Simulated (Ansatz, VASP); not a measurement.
# One calculation of ZrO2, two programs

The input INCAR:

```
SYSTEM = ZrO2
ALGO     = Normal         ! electronic algorithm
EDIFF    = 1E-7           ! SCF threshold, eV
EDIFFG   = -0.02          ! ionic threshold
ENCUT    = 520            ! plane-wave cutoff, eV
GGA      = PE             ! functional
GGA_COMPAT= .FALSE.      
IBRION   = 2              ! ionic algorithm
ISIF     = 2              ! what is computed and relaxed
ISMEAR   = -1             ! smearing method
LASPH    = .TRUE.         ! aspherical terms in the spheres
LCHARG   = .FALSE.        ! write CHGCAR
LREAL    = .FALSE.        ! projectors in reciprocal space
LWAVE    = .FALSE.        ! write WAVECAR
NELM     = 120            ! most SCF steps
NELMIN   = 4            
NSW      = 80             ! ionic steps
PREC     = Accurate       ! precision mode
SIGMA    = 0.02           ! smearing width, eV
```

File KPOINTS:

```
k-points
0
G
  8 8 6
  0 0 0
```

File POSCAR:

```
ZrO2
1.0
    3.6199159258      0.0000000000      0.0000000000
    0.0000000000      3.6199159258      0.0000000000
    0.0000000000      0.0000000000      5.2112857674
Zr O
2 4
Direct
    0.0000000000      0.0000000000      0.0000000000
    0.5000000000      0.5000000000      0.5000000000
    0.0000000000      0.5000000000      0.2011907693
    0.0000000000      0.5000000000      0.7011907693
    0.5000000000      0.0000000000      0.2988092307
    0.5000000000      0.0000000000      0.7988092307
```

Input for Ansatz:

```yaml
crystal:
  lattice:
    - [3.6199159258, 0.0, 0.0]
    - [0.0, 3.6199159258, 0.0]
    - [0.0, 0.0, 5.2112857674]
  atoms:
    - { symbol: Zr, position: [0.0, 0.0, 0.0] }
    - { symbol: Zr, position: [0.5, 0.5, 0.5] }
    - { symbol: O, position: [0.0, 0.5, 0.2011907693] }
    - { symbol: O, position: [0.0, 0.5, 0.7011907693] }
    - { symbol: O, position: [0.5, 0.0, 0.2988092307] }
    - { symbol: O, position: [0.5, 0.0, 0.7988092307] }
kpoints:
  mp_grid: { grid: [8, 8, 6] }
scf:
  occupations: { method: fermi_dirac, width: 0.02 }
hamiltonian:
  xc: pbe
  pseudopotentials: { kind: paw }
output:
  forces: true
  stress: true
  populations: true
  efg:
    quadrupole_moments_barn: { Zr: -0.176, O: -0.02558 }
    contact_densities: true
  write_density: true
  write_potential: true
  elf: true
  volumetric_format: npy
relax:
  f_tol: 0.02
  max_steps: 60
```

Change from the starting cell: volume scaled by 1.02, ions relaxed.

Alike in both runs: task relaxation of the atoms; functional PBE; k mesh 8 × 8 × 6; occupations fermi-dirac, width 0.02 eV; no spin polarisation.

|  | VASP | Ansatz |
| --- | --- | --- |
| version | VASP 6.6.1 | Ansatz 0.2.0 |
| potentials or method | VASP PAW PBE potentials, release 64 (Zr_sv, O) | plane-wave PAW, scalar-relativistic |
| plane-wave cutoff (eV) | 520 | 420 |
| valence electrons in the cell | 48 | 48 |

```csv
,VASP,Ansatz,Ansatz less VASP
"gap on the k mesh at the Fermi level, each at its own relaxed structure (eV)",3.95,3.95,+0.004
```

Ansatz's warnings: stress scf threshold loose.
